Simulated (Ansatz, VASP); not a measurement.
One calculation of Si2Mo, two programs

```
CELL_PARAMETERS angstrom
-1.58931 1.58931 3.89810
1.58931 -1.58931 3.89810
1.58931 1.58931 -3.89810
ATOMIC_POSITIONS crystal
Si 0.66539 0.66539 0.00000
Si 0.33461 0.33461 0.00000
Mo 0.00000 0.00000 0.00000
```

Alike in both runs: functional PBE; dispersion D3(BJ); k mesh 18 × 18 × 18; occupations gaussian, width 0.1 eV; no spin polarisation.

Ansatz relaxed the structure, and its values are those at the end. VASP's run is a single point on that final structure, the one shown.

|  | VASP | Ansatz |
| --- | --- | --- |
| version | VASP 6.6.1 | Ansatz 0.2.0 |
| potentials or method | VASP PAW PBE potentials, release 64 (Si, Mo_sv), cutoff 520 eV | scalar-relativistic, plane waves, PAW |
| valence electrons in the cell | 22 | 22 |

Ansatz gave:

| Quantity | Value |
| --- | --- |
| gap on the k mesh at the Fermi level (eV) | none |
| pressure (GPa) | 0.0 |

Which values does VASP return?

gap on the k mesh at the Fermi level (eV): none; pressure (GPa): 0.2.

A gap of «none» marks a metal or a gap that the smearing closes.
